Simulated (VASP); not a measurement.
# Ti (Fm-3m) in VASP: notebook, part 3 of 3

VASP 6.6.1.

## 4. Single point, PBE

This run uses another cell than the first one, of 17.41 Å³/atom.

Contents of INCAR:

```
SYSTEM = Ti
PREC = Accurate
ENCUT = 520
EDIFF = 1E-6
ISMEAR = -1
SIGMA = 0.08
LREAL = .False.
LASPH = .True.
NELM = 80
ALGO = Normal
ISIF = 2
LWAVE = .False.
LCHARG = .False.
GGA = PE
NBANDS = 12
```

Contents of KPOINTS:

```
Automatic mesh
0
Gamma
  18 18 18
  0 0 0
```

Contents of POSCAR:

```
Ti
1.0
    0.0000000000      2.0569818663      2.0569818663
    2.0569818663      0.0000000000      2.0569818663
    2.0569818663      2.0569818663      0.0000000000
Ti
1
Direct
    0.0000000000      0.0000000000      0.0000000000
```

Potentials or basis: VASP PAW PBE potentials, release 64 (Ti_sv).

Launch:

```
cat potpaw_PBE.64/Ti_sv/POTCAR > POTCAR
mpirun -np 1 vasp_std > vasp.out
```

OUTCAR:

```text
SYSTEM = Ti
   PREC = Accurate
   ENCUT = 520
   EDIFF = 1E-6
   ISMEAR = -1
   LREAL = .False.
   LASPH = .True.
   NELM = 80
   ISIF = 2
   GGA = PE

 ion  position               nearest neighbor table
   1  0.000  0.000  0.000-

  LATTYP: Found a face centered cubic cell.
 ALAT       =     4.1139637326

  Lattice vectors:

 A1 = (   0.0000000000,   2.0569818663,   2.0569818663)
 A2 = (   2.0569818663,   0.0000000000,   2.0569818663)
 A3 = (   2.0569818663,   2.0569818663,   0.0000000000)

Analysis of symmetry for initial positions (statically):
=====================================================================
 Subroutine PRICEL returns:
 Original cell was already a primitive cell.

 Routine SETGRP: Setting up the symmetry group for a
 face centered cubic supercell.

 Subroutine GETGRP returns: Found 48 space group operations
 (whereof 48 operations were pure point group operations)
 out of a pool of 48 trial point group operations.

The static configuration has the point symmetry O_h .

Analysis of symmetry for dynamics (positions and initial velocities):
=====================================================================
 Subroutine PRICEL returns:
 Original cell was already a primitive cell.

 Routine SETGRP: Setting up the symmetry group for a
 face centered cubic supercell.

 Subroutine GETGRP returns: Found 48 space group operations
 (whereof 48 operations were pure point group operations)
 out of a pool of 48 trial point group operations.

The dynamic configuration has the point symmetry O_h .

 Subroutine INISYM returns: Found 48 space group operations
 (whereof 48 operations are pure point group operations),
 and found     1 'primitive' translations

----------------------------------------------------------------------------------------

                                     Primitive cell

  volume of cell :      17.4069

  direct lattice vectors                    reciprocal lattice vectors
     0.000000000  2.056981866  2.056981866    -0.243074578  0.243074578  0.243074578
     2.056981866  0.000000000  2.056981866     0.243074578 -0.243074578  0.243074578
     2.056981866  2.056981866  0.000000000     0.243074578  0.243074578 -0.243074578

  length of vectors
     2.909011653  2.909011653  2.909011653     0.421017520  0.421017520  0.421017520

  position of ions in fractional coordinates (direct lattice)
     0.000000000  0.000000000  0.000000000

  ion indices of the primitive-cell ions
   primitive index   ion index
                 1           1

----------------------------------------------------------------------------------------

 KPOINTS: Automatic mesh

Automatic generation of k-mesh.
 Grid dimensions read from file:
 generate k-points for:   18   18   18

 Generating k-lattice:

  Cartesian coordinates                     Fractional coordinates (reciprocal lattice)
    -0.013504143  0.013504143  0.013504143     0.055555556  0.000000000  0.000000000
     0.013504143 -0.013504143  0.013504143     0.000000000  0.055555556  0.000000000
     0.013504143  0.013504143 -0.013504143     0.000000000  0.000000000  0.055555556

  Length of vectors
     0.023389862  0.023389862  0.023389862

  Shift w.r.t. Gamma in fractional coordinates (k-lattice)
     0.000000000  0.000000000  0.000000000

 Subroutine IBZKPT returns following result:
 ===========================================

 Found    195 irreducible k-points:

 Following reciprocal coordinates:
            Coordinates               Weight
  0.000000  0.000000  0.000000      1.000000
  0.055556  0.000000  0.000000      8.000000
  0.111111  0.000000  0.000000      8.000000
  0.166667  0.000000  0.000000      8.000000
  0.222222  0.000000  0.000000      8.000000
  0.277778  0.000000  0.000000      8.000000
[... 16 lines left out ...]
 -0.277778  0.055556  0.000000     24.000000
 -0.222222  0.055556  0.000000     24.000000
 [... further k-points ...]
   k-points           NKPTS =    195   k-points in BZ     NKDIM =    195   number of bands    NBANDS=     12
   number of dos      NEDOS =    301   number of ions     NIONS =      1
   total plane-waves  NPLWV =  13824
   dimension x,y,z NGX =    24 NGY =   24 NGZ =   24
   dimension x,y,z NGXF=    48 NGYF=   48 NGZF=   48
   ions per type =               1
   NGX,Y,Z   is equivalent  to a cutoff of  13.72, 13.72, 13.72 a.u.
   NGXF,Y,Z  is equivalent  to a cutoff of  27.43, 27.43, 27.43 a.u.
 SYSTEM =  Ti
   PREC   = accura    normal or accurate (medium, high low for compatibility)
   ISTART =      0    job   : 0-new  1-cont  2-samecut
   ICHARG =      2    charge: 1-file 2-atom 10-const
   ISPIN  =      1    spin polarized calculation?
   LNONCOLLINEAR =      F non collinear calculations
   LSORBIT =      F    spin-orbit coupling
   LASPH  =      T    aspherical Exc in radial PAW
   ENCUT  =  520.0 eV  38.22 Ry    6.18 a.u.   5.41  5.41  5.41*2*pi/ulx,y,z
   NELM   =     80;   NELMIN=  2; NELMDL= -5     # of ELM steps
   EDIFF  = 0.1E-05   stopping-criterion for ELM
   LREAL  =      F    real-space projection
   EDIFFG = 0.1E-04   stopping-criterion for IOM
   NSW    =      0    number of steps for IOM
   IBRION =     -1    ionic relax: 0-MD 1-quasi-New 2-CG
   NFREE  =      0    steps in history (QN), initial steepest desc. (CG)
   ISIF   =      2    stress and relaxation
   ISYM   =      2    0-nonsym 1-usesym 2-fastsym
   POTIM  = 0.5000    time-step for ionic-motion
   TEBEG  =    0.0;   TEEND  =   0.0 temperature during run
   PSTRESS=    0.0 pullay stress
   NELECT =      12.0000    total number of electrons
   NUPDOWN=      -1.0000    fix difference up-down
   EMIN   =  10.00;   EMAX   =-10.00  energy-range for DOS
   EFERMI =   0.00;   METHOD = LEGACY
   ISMEAR =    -1;   SIGMA  =   0.08  broadening in eV -4-tet -1-fermi 0-gaus
   EFERMI_NEDOS =   21; number of points for ismear=-14 and -15
   IALGO  =     38    algorithm
   IMIX   =      4    mixing-type and parameters
     AMIX     =   0.40;   BMIX     =  1.00
     AMIX_MAG =   1.60;   BMIX_MAG =  1.00
  volume/ion in A,a.u.               =      17.41       117.47
  Fermi-wavevector in a.u.,A,eV,Ry     =   1.446199  2.732920 28.456478  2.091492
  Thomas-Fermi vector in A             =   2.564295
   LORBIT       =      0    0 simple, 1 ext, 2 COOP (PROOUT), +10 PAW based schemes
   GGA     = PE    functional components
   LHFCALC =     F    Hartree Fock is set to
   AEXX    =    0.0000 exact exchange contribution
   IVDW    =     0    specifies the selected vdW correction
   LEPSILON=     F    determine dielectric tensor
   LRPA    =     F    only Hartree local field effects (RPA)
 non-spin polarized calculation
  energy-cutoff  :      520.00
  volume of cell :       17.41
 maximum number of plane-waves:       489
 NGX is ok and might be reduce to    24
   NGX = 11   NGY = 11   NGZ = 11

 number of electron      12.0000002 magnetization

 Free energy of the ion-electron system (eV)
  ---------------------------------------------------
  ext. energy  EPLUGINS =         0.00000000
  ---------------------------------------------------
  free energy    TOTEN  =        -7.79607995 eV

  energy without entropy =       -7.75942613  energy(sigma->0) =       -7.77775304

 E-fermi :   8.1986     XC(G=0): -11.4880

 val. band max:        8.1935362374   @ k =  -0.3889   0.3889   0.1667
 cond. band min:       8.2067771390   @ k =  -0.4444   0.1111   0.0000
 fundamental gap:      0.0132409017
 Fermi energy:         8.1986143573

 k-point     1 :       0.0000    0.0000    0.0000
  band No.  band energies     occupation
      1     -48.5148      2.00000
      2     -24.3767      2.00000
      3     -24.3767      2.00000
      4     -24.3767      2.00000
      5       2.1054      2.00000
      6       9.0720      0.00004
      7       9.0720      0.00004
      8       9.0720      0.00004
      9      10.6979      0.00000
     10      10.6979      0.00000
     11      23.4306      0.00000
     12      27.8953      0.00000

 k-point     2 :       0.0556    0.0000    0.0000
  band No.  band energies     occupation
      1     -48.5112      2.00000
      2     -24.3975      2.00000
      3     -24.3793      2.00000
      4     -24.3793      2.00000
      5       2.2053      2.00000
      6       9.0100      0.00008
      7       9.1083      0.00002
      8       9.1083      0.00002
      9      10.6742      0.00000
     10      10.6742      0.00000
     11      23.5122      0.00000
     12      27.0628      0.00000
[... 316 lines left out ...]
 k-point    24 :      -0.2222    0.0556    0.0000
  band No.  band energies     occupation
      1     -48.4559      2.00000
      2     -24.6969      2.00000
      3     -24.4387      2.00000
      4     -24.4103      2.00000
      5       3.8578      2.00000
      6       8.2617      0.62503
      7       9.3023      0.00000
      8       9.4017      0.00000
      9      10.5029      0.00000
     10      10.9803      0.00000
     11      21.3941      0.00000
     12      24.1120      0.00000

 [... further k-points ...]
[... 5 lines left out ...]
  --------------------------------------------------------------------------------------
  -------------------------------------------------------------------------------------
  Total       -0.0276250     -0.0276250     -0.0276250      0.0000000     -0.0000000     -0.0000000
  in kB       -2.5426768     -2.5426768     -2.5426768      0.0000000     -0.0000000     -0.0000000
  external PRESSURE =      -2.5426768 kB  Pullay stress =       0.0000000 kB

 VOLUME and BASIS-vectors are now :
 -----------------------------------------------------------------------------
  energy-cutoff  :      520.00
  volume of cell :       17.41
      direct lattice vectors                 reciprocal lattice vectors
     0.000000000  2.056981866  2.056981866    -0.243074578  0.243074578  0.243074578
     2.056981866  0.000000000  2.056981866     0.243074578 -0.243074578  0.243074578
     2.056981866  2.056981866  0.000000000     0.243074578  0.243074578 -0.243074578

 POSITION                                       TOTAL-FORCE (eV/Angst)
 -----------------------------------------------------------------------------------
      0.00000      0.00000      0.00000        -0.000000     -0.000000     -0.000000
 -----------------------------------------------------------------------------------
    total drift:                                0.000000      0.000000      0.000000

  FREE ENERGIE OF THE ION-ELECTRON SYSTEM (eV)
  ---------------------------------------------------
  free  energy   TOTEN  =        -7.7960799457 eV

  energy  without entropy=       -7.7594261268  energy(sigma->0) =       -7.77775304
```

OSZICAR:

```text
N       E                     dE             d eps       ncg     rms          rms(c)
DAV:   1     0.871374785746E+02    0.87137E+02   -0.66187E+03  4692   0.121E+03
DAV:   2    -0.441887538940E+01   -0.91556E+02   -0.89115E+02  4780   0.296E+02
DAV:   3    -0.871516698164E+01   -0.42963E+01   -0.42509E+01  6516   0.657E+01
DAV:   4    -0.881335568237E+01   -0.98189E-01   -0.98049E-01  5352   0.859E+00
DAV:   5    -0.881582809699E+01   -0.24724E-02   -0.24723E-02  5608   0.121E+00    0.829E+00
DAV:   6    -0.780107759481E+01    0.10148E+01   -0.20807E+00  5064   0.215E+01    0.217E+00
DAV:   7    -0.778666024990E+01    0.14417E-01   -0.10085E-01  5736   0.371E+00    0.128E+00
DAV:   8    -0.779584305269E+01   -0.91828E-02   -0.37782E-02  4884   0.252E+00    0.181E-01
DAV:   9    -0.779607380211E+01   -0.23075E-03   -0.45739E-03  5988   0.797E-01    0.865E-02
DAV:  10    -0.779610419560E+01   -0.30393E-04   -0.23953E-04  4980   0.187E-01    0.252E-02
DAV:  11    -0.779608054713E+01    0.23648E-04   -0.22847E-05  5632   0.583E-02    0.984E-03
DAV:  12    -0.779607994572E+01    0.60141E-06   -0.14996E-06  4996   0.164E-02
   1 F= -.77960799E+01 E0= -.77777530E+01  d E =-.366538E-01
```

Run time: 35 s. Hardware: 1 thread of Intel Xeon 8259CL, shared host; peak memory 0.17 GiB.

What came out:

- Free energy: -7.7961 eV
- Pressure: -0.3 GPa
- Band gap on the k mesh: zero (bands 6 and 7 overlap by 1.30 eV)

Levels at points of the mesh, in eV from the Fermi level:
| k point | band 2 | band 3 | band 4 | band 5 | band 6 | band 7 | band 8 | band 9 | band 10 | band 11 |
| --- | --- | --- | --- | --- | --- | --- | --- | --- | --- | --- |
| (0.00, 0.00, 0.00) | -32.58 | -32.58 | -32.58 | -6.09 | 0.87 | 0.87 | 0.87 | 2.50 | 2.50 | 15.23 |
| (0.50, 0.00, 0.00) | -33.24 | -32.66 | -32.66 | -2.58 | 0.62 | 0.76 | 0.76 | 3.56 | 3.56 | 8.14 |
| (0.50, 0.50, 0.00) | -33.19 | -32.81 | -32.81 | -2.56 | -1.70 | 2.83 | 3.56 | 3.83 | 3.83 | 10.51 |
